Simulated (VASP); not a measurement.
A run of VASP 6.6.1:

Contents of INCAR:

```
  ALGO = Normal
  EDIFF = 1E-6
  ENCUT = 520
  GGA = PS
  ISIF = 2
  ISMEAR = -1
  IVDW = 13
  LASPH = True
  LCHARG = False
  LREAL = False
  LWAVE = False
  NBANDS = 20
  NELM = 80
  PREC = Accurate
  SIGMA = 0.1
```

File KPOINTS:

```
k-points
0
Gamma
  5 5 3
```

Contents of POSCAR:

```
Ta2N
1.0
    3.1128620000      0.0000000000      0.0000000000
   -1.5564310000      2.6958170000      0.0000000000
    0.0000000000      0.0000000000      4.8698410000
Ta N
2 1
Direct
    0.6666666667      0.3333333333      0.7452890000
    0.3333333333      0.6666666667      0.2547110000
    0.0000000000      0.0000000000      0.0000000000
```

Potentials or basis: VASP PAW PBE potentials, release 64 (Ta_pv, N).

Launch:

```console
$ cat potpaw_PBE.64/Ta_pv/POTCAR potpaw_PBE.64/N/POTCAR > POTCAR
$ mpirun -np 1 vasp_std > vasp.out
```

Hardware: 1 thread of Intel(R) Xeon(R) Platinum 8259CL CPU @ 2.50GHz (Skylake/Cascade Lake), with other jobs on the host.

Estimate the wall time of this run.

Wall time 9.4 s on 1 thread of Intel(R) Xeon(R) Platinum 8259CL CPU @ 2.50GHz (Skylake/Cascade Lake) (shared host), peak memory 0.15 GiB. Counts: scf iterations 14, k points 12.
